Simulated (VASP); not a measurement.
A run of VASP 6.6.1 is set up as follows.

The input INCAR:

```
PREC = Accurate
ENCUT = 600
EDIFF = 1E-6
ISMEAR = -1
SIGMA = 0.05
LREAL = F
LASPH = T
NELM = 100
ALGO = Normal
ISIF = 3
LWAVE = F
LCHARG = F
GGA = PE
IBRION = 2
NSW = 32
EDIFFG = -0.005
PSTRESS = 690.0
```

KPOINTS

```
Automatic mesh
0
Gamma
  12 12 12
```

POSCAR

```
SnO2
1.0
    0.0000000000      2.3909440751      2.3909440751
    2.3909440751      0.0000000000      2.3909440751
    2.3909440751      2.3909440751      0.0000000000
Sn O
1 2
Direct
    0.0000000000      0.0000000000      0.0000000000
    0.2500000000      0.2500000000      0.2500000000
    0.7500000000      0.7500000000      0.7500000000
```

Potentials or basis: VASP PAW PBE potentials, release 64 (Sn_d, O).

Run with:

```bash
$ cat potpaw_PBE.64/Sn_d/POTCAR potpaw_PBE.64/O/POTCAR > POTCAR
$ mpirun -np 1 vasp_std > vasp.out
```

What does it give for the relaxed volume?

9.13 Å³/atom.

What does it give for the space group after relaxing (to 0.05 Å)?

Fm-3m (No. 225).

Estimate the relaxed cell.

a = 3.384 Å, b = 3.384 Å, c = 3.384 Å, α = 60.00°, β = 60.00°, γ = 60.00°.

Final structure:
```cif
data_structure
_symmetry_space_group_name_H-M 'P 1'
_symmetry_Int_Tables_number 1
_cell_length_a 3.3840
_cell_length_b 3.3840
_cell_length_c 3.3840
_cell_angle_alpha 60.000
_cell_angle_beta 60.000
_cell_angle_gamma 60.000
_cell_volume 27.40
loop_
_atom_site_label
_atom_site_type_symbol
_atom_site_fract_x
_atom_site_fract_y
_atom_site_fract_z
_atom_site_occupancy
Sn1 Sn 0.00000 0.00000 0.00000 1
O1 O 0.25000 0.25000 0.25000 1
O2 O 0.75000 0.75000 0.75000 1
```

Caveat: the cell is relaxed towards a set pressure, so the enthalpy falls and the energy may rise.
